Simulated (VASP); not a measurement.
SrCl2: single point with PBE

The system is SrCl2.

```xyz
3
Lattice="2.3331 1.4184 4.0153 -2.3331 1.4184 4.0153 0.0000 -2.8368 4.0153" Properties=species:S:1:pos:R:3 pbc="T T T"
Sr    0.0000    0.0000    0.0000
Cl    0.0000   -0.0325    2.9879
Cl    0.0000    0.0325    9.0580
```

This cell differs from its parent crystal: uniaxial x strain -5.0%.

```
Program             : VASP 6.6.1
Task                : single point
Functional          : PBE
Potentials or basis : VASP PAW PBE potentials, release 64 (Sr_sv, Cl)
Cutoff              : 520 eV
k mesh              : 6 × 6 × 6
Occupations         : fermi-dirac, width 0.02 eV
Spin                : no spin polarisation
```

```yaml
Pressure: 3.9 GPa
Band_gap_on_the_k_mesh: 5.40 eV, indirect (least direct gap 5.42 eV)
```

Stress tensor (GPa, compression positive):
```
 4.79  0.00  0.00
 0.00  3.25 -0.39
 0.00 -0.39  3.51
```

Levels at points of the mesh, in eV from the valence-band top:
| k point | band 9 | band 10 | band 11 | band 12 | band 13 | band 14 | band 15 | band 16 |
| --- | --- | --- | --- | --- | --- | --- | --- | --- |
| (0.00, 0.00, 0.00) | -2.36 | -0.54 | -0.39 | -0.30 | 5.48 | 5.95 | 6.12 | 8.83 |
| (0.50, 0.00, 0.00) | -1.65 | -1.50 | -1.23 | -1.08 | 6.59 | 6.93 | 7.78 | 7.95 |
| (0.50, 0.50, 0.00) | -1.99 | -0.54 | -0.37 | -0.15 | 5.40 | 7.01 | 7.71 | 7.96 |
| (0.00, 0.00, 0.50) | -1.67 | -1.50 | -1.27 | -1.12 | 6.55 | 6.77 | 7.53 | 7.85 |
| (0.50, 0.00, 0.50) | -2.03 | -0.65 | -0.42 | 0.00 | 5.42 | 7.17 | 7.71 | 8.15 |
| (0.50, 0.50, 0.50) | -1.67 | -1.50 | -1.27 | -1.12 | 6.55 | 6.76 | 7.53 | 7.85 |

It took 2 min on 1 thread of Oxide Virtual Turin-like Processor, on a shared host, peak memory 0.24 GiB.

Caveat: the cell differs from its parent crystal (uniaxial x strain -5.0%). A k mesh can miss the band edges.
